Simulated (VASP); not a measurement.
Runs of VASP 6.6.1 on Pt. The structure is that of space group I4/mmm (No. 139), or close to it. The cells are those of the table. 

```tsv
cell	gap on the mesh (eV)	pressure (GPa)	largest force (eV/Å)
a = 2.723, b = 2.726, c = 4.751 Å, angles 90.0, 90.1, 120.4°, 2 atoms	none	(b)	0.05
a = 2.730, b = 2.716, c = 4.781 Å, angles 89.7, 89.8, 120.6°, 2 atoms	none	-0.7	(a)
a = 2.723, b = 2.705, c = 4.802 Å, angles 89.7, 89.8, 120.7°, 2 atoms	none	0.1	0.30
a = 2.736, b = 2.735, c = 4.734 Å, angles 89.8, 90.0, 120.5°, 2 atoms	none	-1.4	0.12
a = 2.740, b = 2.738, c = 4.728 Å, angles 89.8, 89.9, 120.5°, 2 atoms	none	-1.7	0.17
```

Alike in all rows: task single point; level PBEsol; potentials or basis VASP PAW PBE potentials, release 64 (Pt); no spin polarisation; k mesh 7 × 7 × 4; cutoff (eV) 520; smearing methfessel-paxton 0.1 eV.

Q: Estimate the missing entries.

A: (a) 0.29; (b) -0.2.

Caveats: all runs use coarse meshes; the PAW data sets were made with another functional, which shifts forces and pressure a little; spin-orbit coupling is left out, which moves the levels of the heavy elements.

A k mesh can miss the band edges, and the runs leave out spin-orbit coupling on Pt.

A gap of «none» marks levels without a gap at the run's occupations.
